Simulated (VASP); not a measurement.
Input of a VASP 6.6.1 run:

Contents of INCAR:

```
SYSTEM = Se
ALGO     = Normal         ! electronic algorithm
EDIFF    = 1E-8           ! SCF threshold, eV
ENCUT    = 520            ! plane-wave cutoff, eV
GGA      = PE             ! functional
ISIF     = 2              ! what is computed and relaxed
ISMEAR   = -1             ! smearing method
LASPH    = .True.         ! aspherical terms in the spheres
LCHARG   = .False.        ! write CHGCAR
LEFG     = .True.       
LREAL    = .False.        ! projectors in reciprocal space
LWAVE    = .False.        ! write WAVECAR
NBANDS   = 13             ! bands
NELM     = 100            ! most SCF steps
PREC     = Accurate       ! precision mode
SIGMA    = 0.03           ! smearing width, eV
```

Contents of KPOINTS:

```
k-points
0
Gamma
  19 19 10
  0 0 0
```

File POSCAR:

```
Se
1.0
    3.6465836012      0.0000000000      0.0000000000
   -1.8232918006      3.1580340356      0.0000000000
    0.0000000000      0.0000000000      3.7742943978
Se
2
Direct
    0.3333333333      0.6666666667      0.2500000000
    0.6666666667      0.3333333333      0.7500000000
```

Potentials or basis: VASP PAW PBE potentials, release 64 (Se).

Run with:

```console
$ cat potpaw_PBE.64/Se/POTCAR > POTCAR
$ mpirun -np 1 vasp_std > vasp.out
```

(1) Estimate the band gap on the k mesh.

(2) Predict the pressure.

## Answers

(1) zero (bands 6 and 7 overlap by 2.11 eV).

(2) 2.2 GPa.

Caveat: without QUAD_EFG the Cq values of the log hold for a quadrupole moment of 1 mb, not for the nuclei.
